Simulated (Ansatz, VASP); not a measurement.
One calculation of Cu, two programs

File POSCAR:

```
Cu
1.0
   -1.7229279892      1.4189078795      1.2633112480
    1.4189078795     -1.7229279892      1.2633112480
    3.2212227907      3.2212227907     -1.8201246356
Cu
2
Direct
    0.9586820061      0.0413179939      0.0000000000
    0.7913179939      0.2086820061      0.5000000000
```

The input INCAR.step1:

```
PREC     = Accurate       # precision mode
ENCUT    = 520            # plane-wave cutoff, eV
ISMEAR   = -1             # smearing method
SIGMA    = 0.1            # smearing width, eV
LREAL    = F              # projectors in reciprocal space
LASPH    = T              # aspherical terms in the spheres
NELM     = 100            # most SCF steps
NBANDS   = 18             # bands
GGA      = PE             # functional
ALGO     = Normal         # electronic algorithm
EDIFF    = 1E-4           # SCF threshold, eV
LWAVE    = T              # write WAVECAR
LCHARG   = F              # write CHGCAR
```

The input INCAR.step2:

```
PREC     = Accurate       # precision mode
ENCUT    = 520            # plane-wave cutoff, eV
EDIFF    = 1E-6           # SCF threshold, eV
ISMEAR   = -1             # smearing method
SIGMA    = 0.1            # smearing width, eV
LREAL    = F              # projectors in reciprocal space
LASPH    = T              # aspherical terms in the spheres
NELM     = 100            # most SCF steps
ALGO     = Normal         # electronic algorithm
ISIF     = 2              # what is computed and relaxed
LWAVE    = F              # write WAVECAR
LCHARG   = F              # write CHGCAR
METAGGA  = R2SCAN         # meta-GGA
LMIXTAU  = T            
NBANDS   = 18             # bands
ISTART   = 1
```

KPOINTS

```
Automatic mesh
0
Gamma
  18 18 9
```

Input for Ansatz:

```yaml
crystal:
  lattice:
    - [-1.7229279892, 1.4189078795, 1.263311248]
    - [1.4189078795, -1.7229279892, 1.263311248]
    - [3.2212227907, 3.2212227907, -1.8201246356]
  atoms:
    - { symbol: Cu, position: [0.9586820061, 0.0413179939, 0.0] }
    - { symbol: Cu, position: [0.7913179939, 0.2086820061, 0.5] }
hamiltonian:
  xc: r2scan
  pseudopotentials:
    kind: paw
    azcp:
      Cu: "pseudopotentials/Cu.paw.azcp"
basis:
  ecutwfc: 500
  fft_grid_basis: typed
kpoints:
  mp_grid: { grid: [18, 18, 9], shift: [0, 0, 0] }
magnetization:
  spin_polarized: false
scf:
  occupations: { method: fermi_dirac, width: 0.1 }
  lower_state_search: "off"
output:
  stress: true
```

Alike in both runs: task single point; functional r2SCAN; k mesh 18 × 18 × 9; occupations fermi-dirac, width 0.1 eV; no spin polarisation.

|  | VASP | Ansatz |
| --- | --- | --- |
| version | VASP 6.6.1 | Ansatz 0.2.0 |
| potentials or method | VASP PAW PBE potentials, release 64 (Cu), cutoff 520 eV | plane waves (500 eV) with PAW, scalar-relativistic |
| valence electrons in the cell | 22 | 38 |

Ansatz gave:

- pressure (GPa): -5.8
- traceless stress, the component that is largest in VASP (GPa): 0.29

Question: Estimate VASP's values.

Answer: Pressure (GPa): -5.2; traceless stress, the component that is largest in VASP (GPa): 0.25.

VASP's potentials were made for PBE, not for r2SCAN. With one functional, cell and mesh, what is left measures potentials, basis and numerics. VASP's potentials hold 22 valence electrons a cell and Ansatz's 38, so a difference there can come from the potentials and not from the codes.
